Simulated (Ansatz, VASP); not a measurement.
**Si2Ni: VASP beside Ansatz**

```
Si Ni
1.0
     3.81230    0.00000    0.00000
     0.00000    3.81230    0.00000
     0.00000    0.00000   17.13067
Si Ni
10 5
Direct
  0.50000 0.00000 0.14594
  0.00000 0.50000 0.14594
  0.00000 0.50000 0.30330
  0.50000 0.00000 0.30330
  0.50000 0.00000 0.46066
  0.00000 0.50000 0.46066
  0.00000 0.50000 0.61802
  0.50000 0.00000 0.61802
  0.50000 0.00000 0.77538
  0.00000 0.50000 0.77538
  0.50000 0.50000 0.22462
  0.00000 0.00000 0.38198
  0.50000 0.50000 0.53934
  0.00000 0.00000 0.69670
  0.50000 0.50000 0.85406
```

Alike in both runs: task single point; functional PBEsol; k mesh 9 × 9 × 1; occupations gaussian, width 0.1 eV; no spin polarisation.

|  | VASP | Ansatz |
| --- | --- | --- |
| version | VASP 6.6.1 | Ansatz 0.2.0 |
| potentials or method | VASP PAW PBE potentials, release 64 (Si, Ni), cutoff 520 eV | scalar-relativistic, plane waves, PAW |
| valence electrons in the cell | 90 | 130 |

```tsv
	VASP	Ansatz	Ansatz less VASP
gap on the k mesh at the Fermi level (eV)	none	none	-
rms of the force components (eV/Å)	0.446	0.449	+0.0026
```

VASP's potentials were made for PBE, not for PBEsol. A gap of «none» marks a metal or a gap that the smearing closes. VASP's potentials hold 90 valence electrons a cell and Ansatz's 130, so a difference there can come from the potentials and not from the codes. Ansatz's warnings: vacuum density over bound.
